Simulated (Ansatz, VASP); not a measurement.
# One calculation of BN, two programs

```xyz
4
Lattice="2.4729 0.0000 0.0000 -1.2364 2.1416 0.0000 0.0000 0.0000 4.3422" Properties=species:S:1:pos:R:3 pbc="T T T"
B     1.2364    0.7139    4.3419
B     0.0000    1.4277    2.1707
N     1.2364    0.7139    2.7143
N     0.0000    1.4277    0.5431
```

Change from the starting cell: strain +e along x and -e along y +0.0000, strain +e along z and -e/2 along x and y +0.0400.

Alike in both runs: functional LDA; k mesh 12 × 12 × 6; occupations gaussian, width 0.05 eV; no spin polarisation.

Ansatz relaxed the structure, and its values are those at the end. VASP's run is a single point on that final structure, the one shown.

```csv
,VASP,Ansatz
version,VASP 6.6.1,Ansatz 0.2.0
potentials or method,"VASP PAW LDA potentials, release 64 (B, N), cutoff 600 eV","scalar-relativistic, plane waves, PAW"
valence electrons in the cell,16,16
```

```tsv
	VASP	Ansatz	Ansatz less VASP
gap on the k mesh at the Fermi level (eV)	4.71	4.73	+0.024
least direct gap on the mesh (eV)	6.66	6.67	+0.008
pressure (GPa)	2.8	2.2	-0.69
rms of the force components (eV/Å)	0.008	0.000	-0.0075
```

LDA's correlation is that of Perdew and Zunger in VASP and of Perdew and Wang (1992) in Ansatz. Ansatz's warnings: stress scf threshold loose.
